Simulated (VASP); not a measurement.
Set up this calculation in VASP 6.6.1, as the native input.

| Item | Value |
| --- | --- |
| Task | electric field gradients |
| Functional | PBEsol |
| Potentials or basis | VASP PAW PBE potentials, release 64 (Al, N) |
| Cutoff | 520 eV |
| k mesh | 10 × 10 × 6 |
| Occupations | fermi-dirac, width 0.03 eV |
| Spin | no spin polarisation |
| Dipole correction | no |
| Further INCAR settings | ALGO = Normal; EDIFF = 1e-08; NBANDS = 16 |

The structure of AlN lies in POSCAR:

```
AlN
1.0
    3.1110021516      0.0000000000      0.0000000000
   -1.5555010758      2.6942068945      0.0000000000
    0.0000000000      0.0000000000      4.9780000000
Al N
2 2
Direct
    0.3333333333      0.6666666667      0.0000000000
    0.6666666667      0.3333333333      0.5000000000
    0.3333333333      0.6666666667      0.3850000000
    0.6666666667      0.3333333333      0.8850000000
```

These files were run (other wordings do the same):

INCAR

```
PREC     = Accurate       # precision mode
ENCUT    = 520            # plane-wave cutoff, eV
EDIFF    = 1E-8           # SCF threshold, eV
ISMEAR   = -1             # smearing method
SIGMA    = 0.03           # smearing width, eV
LREAL    = F              # projectors in reciprocal space
LASPH    = T              # aspherical terms in the spheres
NELM     = 120            # most SCF steps
ALGO     = Normal         # electronic algorithm
ISIF     = 2              # what is computed and relaxed
LWAVE    = F              # write WAVECAR
LCHARG   = F              # write CHGCAR
GGA      = PS             # functional
LEFG     = T            
NBANDS   = 16             # bands
GGA_COMPAT= F
```

KPOINTS

```
Automatic mesh
0
Gamma
  10 10 6
```

Potentials or basis: VASP PAW PBE potentials, release 64 (Al, N).

Run with:

```bash
$ cat potpaw_PBE.64/Al/POTCAR potpaw_PBE.64/N/POTCAR > POTCAR
$ mpirun -np 1 vasp_std > vasp.out
```

Results of the run:

```
Pressure                                : 0.5 GPa
Largest force                           : 0.178 eV/Å
Band gap on the k mesh                  : 4.09 eV
Largest electric field gradient by atom : Al +8.5; N +0.7 V/Å²
```

Caveat: without QUAD_EFG the Cq values of the log hold for a quadrupole moment of 1 mb, not for the nuclei; the PAW data sets were made with another functional, which shifts forces and pressure a little.

Wall time 29 s on 1 thread of AMD EPYC 7R13 Processor (Zen 3), with other jobs on the host, peak memory 0.14 GiB.
